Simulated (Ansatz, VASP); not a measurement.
Two plane-wave programs on SnSe

INCAR

```
  ALGO = Normal
  EDIFF = 1E-6
  EDIFFG = -0.01
  ENCUT = 600
  GGA = PE
  IBRION = 2
  ISIF = 3
  ISMEAR = -1
  IVDW = 13
  LASPH = True
  LCHARG = False
  LREAL = False
  LWAVE = False
  NELM = 60
  NSW = 60
  PREC = Accurate
  SIGMA = 0.05
```

KPOINTS

```
k-points
0
Gamma
  8 8 8
```

Contents of POSCAR:

```
SnSe
1.0
    0.0000000000      3.0100000000      3.0100000000
    3.0100000000      0.0000000000      3.0100000000
    3.0100000000      3.0100000000      0.0000000000
Sn Se
1 1
Direct
    0.0000000000      0.0000000000      0.0000000000
    0.5000000000      0.5000000000      0.5000000000
```

The input input.yaml:

```yaml
crystal:
  lattice:
    - [0.0, 3.01, 3.01]
    - [3.01, 0.0, 3.01]
    - [3.01, 3.01, 0.0]
  atoms:
    - { symbol: Sn, position: [0.0, 0.0, 0.0] }
    - { symbol: Se, position: [0.5, 0.5, 0.5] }
hamiltonian:
  xc: pbe
  pseudopotentials: { kind: paw }
  dispersion: d4
kpoints:
  mp_grid: { grid: [8, 8, 8] }
scf:
  occupations: { method: fermi_dirac, width: 0.05 }
output:
  forces: true
  stress: true
  eigenvalues: true
relax:
  f_tol: 0.01
  max_steps: 40
  cell: { stress_tol: 0.05 }
```

Alike in both runs: task relaxation of cell and atoms; functional PBE; dispersion D4; k mesh 8 × 8 × 8; occupations fermi-dirac, width 0.05 eV; no spin polarisation.

|  | VASP | Ansatz |
| --- | --- | --- |
| version | VASP 6.6.1 | Ansatz 0.2.0 |
| potentials or method | VASP PAW PBE potentials, release 64 (Sn_d, Se) | Ansatz PAW |
| plane-wave cutoff (eV) | 600 | 420 |
| valence electrons in the cell | 20 | 30 |

VASP gave:

- gap on the k mesh at the Fermi level, each at its own relaxed structure (eV): 0.69
- relaxed volume (Å³/atom): 26.61
- relaxed cell length with the largest relative difference (Å): 4.222

Q: Estimate Ansatz's values.

A: gap on the k mesh at the Fermi level, each at its own relaxed structure (eV): 0.69; relaxed volume (Å³/atom): 26.62; relaxed cell length with the largest relative difference (Å): 4.222.

VASP's potentials hold 20 valence electrons a cell and Ansatz's 30, so a difference there can come from the potentials and not from the codes.

Noted on Ansatz's run: the plane-wave basis is chosen anew once the cell has moved, so the energies of steps on either side of that aren't comparable.
